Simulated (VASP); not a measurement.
A run of VASP 6.6.1 is set up as follows.

The input INCAR:

```
SYSTEM = NaH
ALGO = Normal
EDIFF = 1E-6
ENCUT = 520
ISIF = 2
ISMEAR = 0
LASPH = .True.
LCHARG = .False.
LREAL = .False.
LWAVE = .False.
NBANDS = 11
NELM = 100
PREC = Accurate
SIGMA = 0.05
```

Contents of KPOINTS:

```
k-points
0
Gamma
  8 8 8
  0 0 0
```

The input POSCAR:

```
NaH
1.0
    0.0000000000      2.4034000000      2.5132000000
    2.4034000000      0.0000000000      2.5132000000
    2.4034000000      2.4034000000      0.0000000000
Na H
1 1
Direct
    0.0000000000      0.0000000000      0.0000000000
    0.5000000000      0.5000000000      0.5000000000
```

Potentials or basis: VASP PAW LDA potentials, release 64 (Na_pv, H).

Launch:

```console
$ cat potpaw_LDA.64/Na_pv/POTCAR potpaw_LDA.64/H/POTCAR > POTCAR
$ mpirun -np 1 vasp_std > vasp.out
```

Task: What does it give for the band gap on the k mesh?

Result: 3.33 eV, indirect (least direct gap 4.27 eV).

Task: Estimate the pressure.

Result: -2.6 GPa.

Stress tensor (GPa, compression positive):
```
-2.25  0.00  0.00
 0.00 -2.25  0.00
 0.00  0.00 -3.27
```

Caveat: the cell differs from its parent crystal (strain -0.015 along x and y, +0.030 along z). A k mesh can miss the band edges.
